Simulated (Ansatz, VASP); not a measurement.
Ge in VASP and in Ansatz

The input INCAR:

```
PREC = Accurate
ENCUT = 500
EDIFF = 1E-6
ISMEAR = 0
SIGMA = 0.001
LREAL = False
LASPH = True
NELM = 120
ALGO = Normal
ISIF = 2
LWAVE = False
LCHARG = True
GGA = PE
LELF = True
LVHAR = True
NBANDS = 21
GGA_COMPAT = False
```

Contents of KPOINTS:

```
regular mesh
0
Gamma
  6 6 6
```

File POSCAR:

```
Ge
1.0
    0.0000000000      2.8368735121      2.8368735121
    2.8368735121      0.0000000000      2.8368735121
    2.8368735121      2.8368735121      0.0000000000
Ge
2
Direct
    0.0000000000      0.0000000000      0.0000000000
    0.2500000000      0.2500000000      0.2500000000
```

Input for Ansatz:

```yaml
crystal:
  lattice:
    - [0.0, 2.8368735121, 2.8368735121]
    - [2.8368735121, 0.0, 2.8368735121]
    - [2.8368735121, 2.8368735121, 0.0]
  atoms:
    - { symbol: Ge, position: [0.0, 0.0, 0.0] }
    - { symbol: Ge, position: [0.25, 0.25, 0.25] }
kpoints:
  mp_grid: { grid: [6, 6, 6] }
hamiltonian:
  xc: pbe
scf:
  occupations: { method: gaussian, width: 0.001 }
  n_extra_bands: 4
output:
  forces: true
  stress: true
  eigenvalues: true
```

Alike in both runs: task single point; functional PBE; k mesh 6 × 6 × 6; occupations gaussian, width 0.001 eV; no spin polarisation.

|  | VASP | Ansatz |
| --- | --- | --- |
| version | VASP 6.6.1 | Ansatz 0.2.0 |
| potentials or method | VASP PAW PBE potentials, release 64 (Ge_d) | plane waves |
| plane-wave cutoff (eV) | 500 | 420 |
| valence electrons in the cell | 28 | 28 |

```csv
,VASP,Ansatz,Ansatz less VASP
pressure (GPa),3.0,3.1,+0.15
```

The functional is the same, so the differences come from potentials, cutoffs and numerics.
